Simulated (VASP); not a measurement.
# Al (Fm-3m) in VASP: notebook

Aim: see how the results for Al move with the level of theory and the settings. Levels: PBEsol, PBEsol+D3(BJ), PBEsol+D4, PBE. Tasks: relaxation of cell and atoms, single point.

Everything below comes from runs of VASP 6.6.1. Logs are shortened: lines on timing, memory, paths and dates and some standing lists are left out, and cuts for length are marked.

## 1. The cell of the first run

It takes space group Fm-3m (No. 225, cubic). Conventional cell: a = 4.050 Å, b = 4.050 Å, c = 4.050 Å, α = 90.00°, β = 90.00°, γ = 90.00°. Within 3.8 Å of Al (site symmetry m-3m) lie 12 Al at 2.86 Å.

## 2. Relaxation of cell and atoms, PBEsol

INCAR reads:

```
  ALGO = Normal
  EDIFF = 1E-6
  EDIFFG = -0.01
  ENCUT = 600
  GGA = PS
  IBRION = 2
  ISIF = 3
  ISMEAR = -1
  LASPH = True
  LCHARG = False
  LREAL = False
  LWAVE = False
  NELM = 60
  NSW = 60
  PREC = Accurate
  SIGMA = 0.05
```

KPOINTS reads:

```
k-points
0
Gamma
  11 11 11
```

POSCAR reads:

```
Al
1.0
    0.0000000000      2.0248050000      2.0248050000
    2.0248050000      0.0000000000      2.0248050000
    2.0248050000      2.0248050000      0.0000000000
Al
1
Direct
    0.0000000000      0.0000000000      0.0000000000
```

Potentials or basis: VASP PAW PBE potentials, release 64 (Al).

On the command line:

```console
cat potpaw_PBE.64/Al/POTCAR > POTCAR
mpirun -np 1 vasp_std > vasp.out
```

OUTCAR:

```text
EDIFF = 1E-6
   EDIFFG = -0.01
   ENCUT = 600
   GGA = PS
   IBRION = 2
   ISIF = 3
   ISMEAR = -1
   LASPH = True
   LREAL = False
   NELM = 60
   NSW = 60
   PREC = Accurate

 ion  position               nearest neighbor table
   1  0.000  0.000  0.000-

  LATTYP: Found a face centered cubic cell.
 ALAT       =     4.0496100000

  Lattice vectors:

 A1 = (   0.0000000000,   2.0248050000,   2.0248050000)
 A2 = (   2.0248050000,   0.0000000000,   2.0248050000)
 A3 = (   2.0248050000,   2.0248050000,   0.0000000000)

Analysis of symmetry for initial positions (statically):
=====================================================================
 Subroutine PRICEL returns:
 Original cell was already a primitive cell.

 Routine SETGRP: Setting up the symmetry group for a
 face centered cubic supercell.

 Subroutine GETGRP returns: Found 48 space group operations
[... 9 lines left out ...]

 Routine SETGRP: Setting up the symmetry group for a
 face centered cubic supercell.

 Subroutine GETGRP returns: Found 48 space group operations
 (whereof 48 operations were pure point group operations)
 out of a pool of 48 trial point group operations.

The dynamic configuration has the point symmetry O_h .

 Subroutine INISYM returns: Found 48 space group operations
 (whereof 48 operations are pure point group operations),
 and found     1 'primitive' translations

----------------------------------------------------------------------------------------

                                     Primitive cell

  volume of cell :      16.6027

  direct lattice vectors                    reciprocal lattice vectors
     0.000000000  2.024805000  2.024805000    -0.246937359  0.246937359  0.246937359
     2.024805000  0.000000000  2.024805000     0.246937359 -0.246937359  0.246937359
     2.024805000  2.024805000  0.000000000     0.246937359  0.246937359 -0.246937359

  length of vectors
     2.863506692  2.863506692  2.863506692     0.427708053  0.427708053  0.427708053

  position of ions in fractional coordinates (direct lattice)
     0.000000000  0.000000000  0.000000000

  ion indices of the primitive-cell ions
   primitive index   ion index
                 1           1

----------------------------------------------------------------------------------------
[... 71 lines left out ...]
   LREAL  =      F    real-space projection
   EDIFFG = -.1E-01   stopping-criterion for IOM
   NSW    =     60    number of steps for IOM
   IBRION =      2    ionic relax: 0-MD 1-quasi-New 2-CG
   NFREE  =      1    steps in history (QN), initial steepest desc. (CG)
   ISIF   =      3    stress and relaxation
   ISYM   =      2    0-nonsym 1-usesym 2-fastsym
   POTIM  = 0.5000    time-step for ionic-motion
   TEBEG  =    0.0;   TEEND  =   0.0 temperature during run
   PSTRESS=    0.0 pullay stress
   NELECT =       3.0000    total number of electrons
   NUPDOWN=      -1.0000    fix difference up-down
   EMIN   =  10.00;   EMAX   =-10.00  energy-range for DOS
   EFERMI =   0.00;   METHOD = LEGACY
   ISMEAR =    -1;   SIGMA  =   0.05  broadening in eV -4-tet -1-fermi 0-gaus
   EFERMI_NEDOS =   21; number of points for ismear=-14 and -15
   IALGO  =     38    algorithm
   IMIX   =      4    mixing-type and parameters
     AMIX     =   0.40;   BMIX     =  1.00
     AMIX_MAG =   1.60;   BMIX_MAG =  1.00
  volume/ion in A,a.u.               =      16.60       112.04
  Fermi-wavevector in a.u.,A,eV,Ry     =   0.925526  1.748991 11.654733  0.856599
  Thomas-Fermi vector in A             =   2.051390
   LORBIT       =      0    0 simple, 1 ext, 2 COOP (PROOUT), +10 PAW based schemes
   GGA     = PS    functional components
   LHFCALC =     F    Hartree Fock is set to
   AEXX    =    0.0000 exact exchange contribution
   IVDW    =     0    specifies the selected vdW correction
   LEPSILON=     F    determine dielectric tensor
   LRPA    =     F    only Hartree local field effects (RPA)
 conjugate gradient relaxation of ions
 non-spin polarized calculation
  energy-cutoff  :      600.00
  volume of cell :       16.60
 maximum number of plane-waves:       564
   NGX = 11   NGY = 11   NGZ = 11

--------------------------------------- Ionic step        1  -------------------------------------------

 number of electron       3.0000000 magnetization

 Free energy of the ion-electron system (eV)
  ---------------------------------------------------
  ext. energy  EPLUGINS =         0.00000000
  ---------------------------------------------------
  free energy    TOTEN  =        -4.09962339 eV

  energy without entropy =       -4.09562677  energy(sigma->0) =       -4.09762508

------------------------ aborting loop because EDIFF is reached ----------------------------------------

  FORCE on cell =-STRESS in cart. coord.  units (eV):
  Direction    XX          YY          ZZ          XY          YZ          ZX
  --------------------------------------------------------------------------------------
  -------------------------------------------------------------------------------------
  Total       -0.1938869     -0.1938869     -0.1938869     -0.0000000     -0.0000000     -0.0000000
  in kB      -18.7102447    -18.7102447    -18.7102447     -0.0000000     -0.0000000     -0.0000000
  external PRESSURE =     -18.7102447 kB  Pullay stress =       0.0000000 kB
[... 57 lines left out ...]
--------------------------------------- Ionic step        3  -------------------------------------------

 number of electron       3.0000000 magnetization

 Free energy of the ion-electron system (eV)
  ---------------------------------------------------
  ext. energy  EPLUGINS =         0.00000000
  ---------------------------------------------------
  free energy    TOTEN  =        -4.10193755 eV

  energy without entropy =       -4.09799111  energy(sigma->0) =       -4.09996433

 E-fermi :   8.1360     XC(G=0): -10.3205

 val. band max:        8.1149128710   @ k =  -0.4545   0.3636   0.0000
 cond. band min:       8.1629822407   @ k =   0.4545   0.1818   0.0909
 fundamental gap:      0.0480693697
 Fermi energy:         8.1359581349

 k-point     1 :       0.0000    0.0000    0.0000
  band No.  band energies     occupation
      1      -3.1185      2.00000
      2      20.8235      0.00000
      3      20.8235      0.00000
      4      20.8235      0.00000
      5      22.4481      0.00000
[... 177 lines left out ...]
 k-point    24 :      -0.1818    0.1818    0.0000
  band No.  band energies     occupation
      1      -0.7150      2.00000
      2      11.9776      0.00000
      3      13.4818      0.00000
      4      20.1248      0.00000
      5      22.1644      0.00000

 [... further k-points ...]
[... 5 lines left out ...]
  --------------------------------------------------------------------------------------
  -------------------------------------------------------------------------------------
  Total        0.0003195      0.0003195      0.0003195      0.0000000     -0.0000000      0.0000000
  in kB        0.0315706      0.0315706      0.0315706      0.0000000     -0.0000000      0.0000000
  external PRESSURE =       0.0315706 kB  Pullay stress =       0.0000000 kB
[... 16 lines left out ...]
  FREE ENERGIE OF THE ION-ELECTRON SYSTEM (eV)
  ---------------------------------------------------
  free  energy   TOTEN  =        -4.1019375473 eV

  energy  without entropy=       -4.0979911121  energy(sigma->0) =       -4.09996433

 reached required accuracy - stopping structural energy minimisation
```

CONTCAR:

```text
Al
   1.00000000000000
    -0.0000000000000000    2.0089188595710441    2.0089188595710441
     2.0089188595710441   -0.0000000000000000    2.0089188595710441
     2.0089188595710441    2.0089188595710441   -0.0000000000000000
  Al
     1
Direct
     0.0000000000000000    0.0000000000000000    0.0000000000000000

  0.00000000E+00  0.00000000E+00  0.00000000E+00
```

Wall time 6 s (1 thread of AMD EPYC 7R13 (Zen 3), shared host); peak memory 0.11 GiB.

Results:

- Free energy: -4.1019 eV
- Relaxed volume: 16.22 Å³/atom
- Relaxed cell: a = 2.841 Å, b = 2.841 Å, c = 2.841 Å, α = 60.00°, β = 60.00°, γ = 60.00°
- Space group after relaxing (to 0.05 Å): Fm-3m (No. 225)
- Energy gained by relaxing: 2.3 meV/atom
- Ionic steps: 3
- Pressure after relaxing: 0.0 GPa

Step by step:
```tsv
step	energy change (eV)	largest force (eV/Å)	pressure (GPa)	volume (Å³)
1	0.0000	0.0000	-1.87	16.60
2	-0.0022	0.0000	0.39	16.14
3	-0.0023	0.0000	0.00	16.22
```

Final structure:
```
Al
1.0
     0.00000    2.00892    2.00892
     2.00892    0.00000    2.00892
     2.00892    2.00892    0.00000
Al
1
Direct
  0.00000 0.00000 0.00000
```

Caveat: the PAW data sets were made with another functional, which shifts forces and pressure a little.

## 3. Relaxation of cell and atoms, PBEsol+D3(BJ)

INCAR reads:

```
SYSTEM = Al
ALGO     = Normal         ! electronic algorithm
EDIFF    = 1E-7           ! SCF threshold, eV
EDIFFG   = -0.01          ! ionic threshold
ENCUT    = 600            ! plane-wave cutoff, eV
GGA      = PS             ! functional
IBRION   = 2              ! ionic algorithm
ISIF     = 3              ! what is computed and relaxed
ISMEAR   = -1             ! smearing method
IVDW     = 12             ! dispersion correction
LASPH    = .TRUE.         ! aspherical terms in the spheres
LCHARG   = .FALSE.        ! write CHGCAR
LREAL    = .FALSE.        ! projectors in reciprocal space
LWAVE    = .FALSE.        ! write WAVECAR
NELM     = 100            ! most SCF steps
NSW      = 60             ! ionic steps
PREC     = Accurate       ! precision mode
SIGMA    = 0.05           ! smearing width, eV
```

KPOINTS reads:

```
k-points
0
G
  11 11 11
  0 0 0
```

POSCAR is that of step 2.

Potentials or basis: VASP PAW PBE potentials, release 64 (Al).

On the command line:

```console
cat potpaw_PBE.64/Al/POTCAR > POTCAR
mpirun -np 1 vasp_std > vasp.out
```

OUTCAR:

```text
SYSTEM = Al
   EDIFF = 1E-7
   EDIFFG = -0.01
   ENCUT = 600
   GGA = PS
   IBRION = 2
   ISIF = 3
   ISMEAR = -1
   IVDW = 12
   LASPH = .TRUE.
   LREAL = .FALSE.
   NELM = 100
   NSW = 60
   PREC = Accurate
 IVDW          = 12

 ion  position               nearest neighbor table
   1  0.000  0.000  0.000-

  LATTYP: Found a face centered cubic cell.
 ALAT       =     4.0496100000

  Lattice vectors:

 A1 = (   0.0000000000,   2.0248050000,   2.0248050000)
 A2 = (   2.0248050000,   0.0000000000,   2.0248050000)
 A3 = (   2.0248050000,   2.0248050000,   0.0000000000)

Analysis of symmetry for initial positions (statically):
=====================================================================
 Subroutine PRICEL returns:
 Original cell was already a primitive cell.

 Routine SETGRP: Setting up the symmetry group for a
 face centered cubic supercell.
[... 170 lines left out ...]

 E8    (eV) :    -0.2124
[... 69 lines left out ...]
--------------------------------------- Ionic step        3  -------------------------------------------

 number of electron       3.0000000 magnetization

 Free energy of the ion-electron system (eV)
  ---------------------------------------------------
  ext. energy  EPLUGINS =         0.00000000
  ---------------------------------------------------
  free energy    TOTEN  =        -4.09539026 eV

  energy without entropy =       -4.09152910  energy(sigma->0) =       -4.09345968

 E-fermi :   8.5417     XC(G=0): -10.4634

 val. band max:        8.4974361372   @ k =  -0.4545   0.3636   0.0000
 cond. band min:       8.5773617185   @ k =   0.4545   0.1818   0.0909
 fundamental gap:      0.0799255813
 Fermi energy:         8.5417119255

 k-point     1 :       0.0000    0.0000    0.0000
  band No.  band energies     occupation
      1      -2.9765      2.00000
      2      21.4559      0.00000
      3      21.4559      0.00000
      4      21.4559      0.00000
      5      23.3837      0.00000
[... 177 lines left out ...]
 k-point    24 :      -0.1818    0.1818    0.0000
  band No.  band energies     occupation
      1      -0.5120      2.00000
      2      12.4492      0.00000
      3      14.0768      0.00000
      4      20.8650      0.00000
      5      22.9395      0.00000

 [... further k-points ...]

------------------------ aborting loop because EDIFF is reached ----------------------------------------

 Edisp (eV)   -0.33610

 E8    (eV) :    -0.2263
[... 24 lines left out ...]
  FREE ENERGIE OF THE ION-ELECTRON SYSTEM (eV)
  ---------------------------------------------------
  free  energy   TOTEN  =        -4.4314934326 eV

  energy  without entropy=       -4.4276322673  energy(sigma->0) =       -4.42956285

 reached required accuracy - stopping structural energy minimisation
```

CONTCAR:

```text
Al
   1.00000000000000
     0.0000000000000000    1.9831257518500558    1.9831257518500558
     1.9831257518500558   -0.0000000000000000    1.9831257518500558
     1.9831257518500558    1.9831257518500558   -0.0000000000000000
  Al
     1
Direct
     0.0000000000000000    0.0000000000000000    0.0000000000000000

  0.00000000E+00  0.00000000E+00  0.00000000E+00
```

Wall time 6.9 s (1 thread of AMD EPYC 7R13 (Zen 3), shared host); peak memory 0.12 GiB.

Results:

```yaml
Free_energy: -4.4315 eV
Relaxed_volume: 15.60 Å³/atom
Relaxed_cell: a = 2.805 Å, b = 2.805 Å, c = 2.805 Å, α = 60.00°, β = 60.00°, γ = 60.00°
Space_group_after_relaxing_to_0.05_Å: Fm-3m (No. 225)
Energy_gained_by_relaxing: 16.5 meV/atom
Ionic_steps: 3
Pressure_after_relaxing: 0.0 GPa
Dispersion_energy_per_atom: -0.336 eV
```

Step by step:
```tsv
step	energy change (eV)	largest force (eV/Å)	pressure (GPa)	volume (Å³)
1	0.0000	0.0000	-4.98	16.60
2	-0.0157	0.0000	1.25	15.39
3	-0.0165	0.0000	0.01	15.60
```

Final structure:
```xyz
1
Lattice="0.0000 1.9831 1.9831 1.9831 0.0000 1.9831 1.9831 1.9831 0.0000" Properties=species:S:1:pos:R:3 pbc="T T T"
Al    0.0000    0.0000    0.0000
```

Caveat: the PAW data sets were made with another functional, which shifts forces and pressure a little; pairwise dispersion overbinds metals, which lowers pressure and volume.

## 4. Relaxation of cell and atoms, PBEsol+D4

INCAR reads:

```
SYSTEM = Al
ALGO = Normal
EDIFF = 1E-7
EDIFFG = -0.01
ENCUT = 600
GGA = PS
IBRION = 2
ISIF = 3
ISMEAR = -1
IVDW = 13
LASPH = .TRUE.
LCHARG = .FALSE.
LREAL = .FALSE.
LWAVE = .FALSE.
NELM = 80
NSW = 60
PREC = Accurate
SIGMA = 0.05
```

KPOINTS is that of step 3.

POSCAR is that of step 3.

On the command line:

```console
cat potpaw_PBE.64/Al/POTCAR > POTCAR
mpirun -np 1 vasp_std > vasp.out
```

Run time: 7.7 s. Hardware: 1 thread of AMD EPYC 7R13 (Zen 3), shared host; peak memory 0.11 GiB.

Results (log left out):

```
Free energy                            : -4.3075 eV
Relaxed volume                         : 15.85 Å³/atom
Relaxed cell                           : a = 2.820 Å, b = 2.820 Å, c = 2.820 Å, α = 60.00°, β = 60.00°, γ = 60.00°
Space group after relaxing (to 0.05 Å) : Fm-3m (No. 225)
Energy gained by relaxing              : 9.0 meV/atom
Ionic steps                            : 3
Pressure after relaxing                : 0.0 GPa
Dispersion energy per atom             : -0.208 eV
```

Step by step:
```
step  energy change (eV)  largest force (eV/Å)  pressure (GPa)  volume (Å³)
   1              0.0000                0.0000           -3.70        16.60
   2             -0.0086                0.0000            0.88        15.70
   3             -0.0090                0.0000            0.01        15.85
```

Final structure:
```
CELL_PARAMETERS angstrom
0.00000 1.99377 1.99377
1.99377 0.00000 1.99377
1.99377 1.99377 0.00000
ATOMIC_POSITIONS crystal
Al 0.00000 0.00000 0.00000
```

Levels at points of the mesh, in eV from the Fermi level:
```tsv
k point	band 1	band 2	band 3	band 4	band 5
(0.00, 0.00, 0.00)	-11.41	12.82	12.82	12.82	14.62
```

Caveat: the PAW data sets were made with another functional, which shifts forces and pressure a little; pairwise dispersion overbinds metals, which lowers pressure and volume.

(Part 1 of 2 ends here.)
